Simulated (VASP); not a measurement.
Write the native input for VASP 6.6.1 that does the following.

```
Task                   : relaxation of cell and atoms
Functional             : PBEsol
Potentials or basis    : VASP PAW PBE potentials, release 64 (Sb, Ga_d)
Cutoff                 : 600 eV
k mesh                 : 10 × 10 × 10
Occupations            : fermi-dirac, width 0.05 eV
Spin                   : no spin polarisation
Dipole correction      : no
Further INCAR settings : ALGO = Normal; EDIFF = 1e-07; IBRION = 2; EDIFFG = -0.01; NSW = 80; ISIF = 3
```

The structure of GaSb lies in POSCAR:

```
GaSb
1.0
   -2.7534340000      2.7534340000      1.5907070000
    2.7534340000     -2.7534340000      1.5907070000
    2.7534340000      2.7534340000     -1.5907070000
Sb Ga
1 1
Direct
    0.0000000000      0.0000000000      0.0000000000
    0.7500000000      0.2500000000      0.5000000000
```

One way to write it, as run:

INCAR

```
ALGO = Normal
EDIFF = 1E-7
EDIFFG = -0.01
ENCUT = 600
GGA = PS
IBRION = 2
ISIF = 3
ISMEAR = -1
LASPH = T
LCHARG = F
LREAL = F
LWAVE = F
NELM = 80
NSW = 80
PREC = Accurate
SIGMA = 0.05
```

KPOINTS

```
k-points
0
Gamma
  10 10 10
```

Potentials or basis: VASP PAW PBE potentials, release 64 (Sb, Ga_d).

Launch:

```bash
$ cat potpaw_PBE.64/Sb/POTCAR potpaw_PBE.64/Ga_d/POTCAR > POTCAR
$ mpirun -np 1 vasp_std > vasp.out
```

It gave:

The relaxed volume is 22.87 Å³/atom, the relaxed cell is a = 4.144 Å, b = 4.144 Å, c = 4.144 Å, α = 98.02°, β = 98.02°, γ = 136.14° and the space group after relaxing (to 0.1 Å) is I-4m2 (No. 119). The energy gained by relaxing is 12.2 meV/atom. The ionic steps are 5, the pressure after relaxing is 0.0 GPa and the band gap on the k mesh is zero (bands 9 and 10 overlap by 4.63 eV).

Caveat: the PAW data sets were made with another functional, which shifts forces and pressure a little; spin-orbit coupling is left out, which moves the levels of the heavy elements.

Run time: 5.1 min on 1 thread of AMD EPYC 9R14 (Zen 4), with other jobs on the host, peak memory 0.24 GiB.
